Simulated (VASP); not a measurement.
## Si8HC: single point with PBE

Slab: Si8HC, a slab with vacuum.

```
CELL_PARAMETERS angstrom
3.85128 0.00000 0.00000
-1.92564 3.33531 0.00000
0.00000 0.00000 26.84677
ATOMIC_POSITIONS crystal
Si 0.66667 0.33333 0.14899
Si 0.33333 0.66667 0.17883
Si 0.33333 0.66667 0.26754
Si 0.66667 0.33333 0.29738
Si 0.66667 0.33333 0.38589
Si 0.33333 0.66667 0.41515
Si 0.33333 0.66667 0.50549
Si 0.66667 0.33333 0.53067
C 0.00000 0.00000 0.54746
H 0.00000 0.00000 0.58909
```

```yaml
Program: VASP 6.6.1
Task: single point
Functional: PBE
Potentials_or_basis: VASP PAW PBE potentials, release 64 (Si, C, H)
Cutoff: 520 eV
k_mesh: 9 × 9 × 1
Occupations: gaussian, width 0.05 eV
Spin: collinear spin, ferromagnetic start
Starting_moments: "[0.0, 0.0, 0.0, 0.0, 0.0, 0.0, 0.0, 0.0, 1.0, 0.0] μB"
```

- Largest force: 0.682 eV/Å
- Net moment: 0.00 μB per cell
- Valence electrons inside the program's atomic spheres: Si 1.64, 1.67, 1.66, 1.63; C 2.28; H 0.65

Forces on the atoms (eV/Å):
```
Si   0.000  0.000  0.618
Si   0.000  0.000 -0.682
Si   0.000  0.000  0.138
Si   0.000  0.000 -0.071
Si   0.000  0.000  0.011
Si   0.000  0.000  0.002
Si   0.000  0.000 -0.369
Si   0.000  0.000  0.333
C    0.000  0.000 -0.003
H    0.000  0.000  0.022
```

Levels at points of the mesh, in eV from the Fermi level:
Spin up:
| k point | band 16 | band 17 | band 18 | band 19 | band 20 | band 21 |
| --- | --- | --- | --- | --- | --- | --- |
| (0.00, 0.00, 0.00) | -0.59 | -0.59 | -0.03 | 0.01 | 0.01 | 1.02 |
Spin down:
```
           k point  band 15  band 16  band 17  band 18  band 19  band 20  band 21  band 22
(0.00, 0.00, 0.00)    -1.15    -0.59    -0.59    -0.03     0.01     0.01     1.02     1.30
```

Run time: 22 min on 1 thread of Intel Xeon 6975P-C, with other jobs on the host, peak memory 0.7 GiB.
